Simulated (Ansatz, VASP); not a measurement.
# CuO: VASP beside Ansatz

INCAR

```
PREC = Accurate
ENCUT = 1340
EDIFF = 1E-6
ISMEAR = 0
SIGMA = 0.1
LREAL = F
LASPH = T
NELM = 120
ALGO = Normal
ISIF = 2
LWAVE = F
LCHARG = T
GGA = PE
LELF = T
LVHAR = T
NBANDS = 33
GGA_COMPAT = F
```

KPOINTS

```
regular mesh
0
Gamma
  12 12 7
```

POSCAR

```
CuO
1.0
    2.9487032640      0.0000000000      0.0000000000
   -0.0081921837      2.9486918841      0.0000000000
    0.0000000000      0.0000000000      5.1512621168
Cu O
2 2
Direct
    0.0000000000      0.5000000000      0.0000000000
    0.5000000000      0.0000000000      0.5000000000
    0.5000000000      0.5000000000      0.2500000000
    0.5000000000      0.5000000000      0.7500000000
```

Input for Ansatz:

```yaml
crystal:
  lattice:
    - [2.948703264, 0.0, 0.0]
    - [-0.0081921837, 2.9486918841, 0.0]
    - [0.0, 0.0, 5.1512621168]
  atoms:
    - { symbol: Cu, position: [0.0, 0.5, 0.0] }
    - { symbol: Cu, position: [0.5, 0.0, 0.5] }
    - { symbol: O, position: [0.5, 0.5, 0.25] }
    - { symbol: O, position: [0.5, 0.5, 0.75] }
basis:
  ecutwfc: 420
kpoints:
  mp_grid: { grid: [12, 12, 7] }
hamiltonian:
  xc: pbe
scf:
  occupations: { method: gaussian, width: 0.1 }
output:
  forces: true
  stress: true
  eigenvalues: true
```

Alike in both runs: task single point; functional PBE; k mesh 12 × 12 × 7; occupations gaussian, width 0.1 eV; no spin polarisation.

|  | VASP | Ansatz |
| --- | --- | --- |
| version | VASP 6.6.1 | Ansatz 0.2.0 |
| potentials or method | VASP PAW PBE potentials, release 64 (Cu_sv_GW, O_h), cutoff 1340 eV | scalar-relativistic, plane waves, PAW |
| valence electrons in the cell | 50 | 50 |

Ansatz gave:

* gap on the k mesh at the Fermi level (eV): none
* pressure (GPa): 0.0

What did VASP give for the same quantities?

gap on the k mesh at the Fermi level (eV): none; pressure (GPa): -0.1.

A gap of «none» marks a metal or a gap that the smearing closes.
